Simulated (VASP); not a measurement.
Set up this calculation in VASP 6.6.1, as the native input.

* Task: single point
* Functional: PBE
* Potentials or basis: VASP PAW PBE potentials, release 64 (B, N)
* Cutoff: 520 eV
* k mesh: 14 × 14 × 14
* Occupations: gaussian, width 0.05 eV
* Spin: no spin polarisation
* Dipole correction: no
* Further INCAR settings: ALGO = Normal; EDIFF = 1e-07; NBANDS = 11

The structure of BN lies in POSCAR:

```
BN
1.0
    0.0000000000      1.8827993998      1.8827993998
    1.8827993998      0.0000000000      1.8827993998
    1.8827993998      1.8827993998      0.0000000000
B N
1 1
Direct
    0.0000000000      0.0000000000      0.0000000000
    0.7500000000      0.7500000000      0.7500000000
```

These files were run (other wordings do the same):

INCAR

```
  PREC = Accurate
  ENCUT = 520
  EDIFF = 1E-7
  ISMEAR = 0
  SIGMA = 0.05
  LREAL = False
  LASPH = True
  NELM = 80
  ALGO = Normal
  ISIF = 2
  LWAVE = False
  LCHARG = False
  GGA = PE
  NBANDS = 11
```

KPOINTS

```
Automatic mesh
0
Gamma
  14 14 14
```

Potentials or basis: VASP PAW PBE potentials, release 64 (B, N).

Command:

```bash
$ cat potpaw_PBE.64/B/POTCAR potpaw_PBE.64/N/POTCAR > POTCAR
$ mpirun -np 1 vasp_std > vasp.out
```

It gave:

The pressure is -34.4 GPa and the band gap on the k mesh is 4.32 eV, indirect (least direct gap 8.24 eV).

Wall time 8.2 s on 1 thread of Intel(R) Xeon(R) Platinum 8488C (Sapphire Rapids), on a shared host, peak memory 0.12 GiB.
